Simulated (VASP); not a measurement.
A run of VASP 6.6.1 is set up as follows.

INCAR

```
ALGO = Normal ; EDIFF = 1E-6
ENCUT = 520 ; GGA = PE
GGA_COMPAT = False ; ISIF = 2
ISMEAR = 0 ; IVDW = 13
LASPH = True ; LCHARG = True
LMAXMIX = 4 ; LORBIT = 11
LORBMOM = True ; LREAL = False
LSORBIT = True ; LVHAR = True
LWAVE = False ; MAGMOM = 0 0 0 0 0 0
NBANDS = 27 ; NELM = 150
PREC = Accurate ; SIGMA = 0.05
```

File KPOINTS:

```
k-points
0
Gamma
  7 7 7
```

POSCAR

```
HfN
1.0
    0.0000000000      2.4548220000      2.4548220000
    2.4548220000      0.0000000000      2.4548220000
    2.4548220000      2.4548220000      0.0000000000
Hf N
1 1
Direct
    0.0000000000      0.0000000000      0.0000000000
    0.2500000000      0.2500000000      0.2500000000
```

Potentials or basis: VASP PAW PBE potentials, release 64 (Hf_pv, N).

Run with:

```sh
$ cat potpaw_PBE.64/Hf_pv/POTCAR potpaw_PBE.64/N/POTCAR > POTCAR
$ mpirun -np 1 vasp_ncl > vasp.out
```

What does it give for the pressure?

-3.6 GPa.

What does it give for the net moment?

0.00 μB per cell.

Predict the dispersion energy per atom.

-0.228 eV.

Moments on the atoms (μB; x, y, z):
```
Hf  0.00 0.00 0.00
N   0.00 0.00 0.00
```
